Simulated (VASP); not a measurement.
Input of a VASP 6.6.1 run:

Contents of INCAR:

```
PREC = Accurate
ENCUT = 520
EDIFF = 1E-6
ISMEAR = -1
SIGMA = 0.1
LREAL = F
LASPH = T
NELM = 100
ALGO = Normal
ISIF = 2
LWAVE = F
LCHARG = T
LELF = T
LVHAR = T
NBANDS = 19
```

Contents of KPOINTS:

```
regular mesh
0
Gamma
  5 5 2
```

The input POSCAR:

```
Cd
1.0
    2.8818641727      0.0000000000      0.0000000000
   -1.4409320863      2.4957675838      0.0000000000
    0.0000000000      0.0000000000      5.6383707528
Cd
2
Direct
    0.3333333333      0.6666666667      0.2500000000
    0.6666666667      0.3333333333      0.7500000000
```

Potentials or basis: VASP PAW LDA potentials, release 64 (Cd).

Launch:

```bash
$ cat potpaw_LDA.64/Cd/POTCAR > POTCAR
$ mpirun -np 1 vasp_std > vasp.out
```

Predict the band gap on the k mesh.

zero (band 12 reaches 2.89 eV, above the bottom of band 13 at -0.21 eV).

Predict the pressure.

1.9 GPa.

Stress tensor (GPa, compression positive):
```
2.00 0.00 0.00
0.00 2.00 0.00
0.00 0.00 1.64
```

Caveat: the k points lie up to 0.56 Å⁻¹ apart.
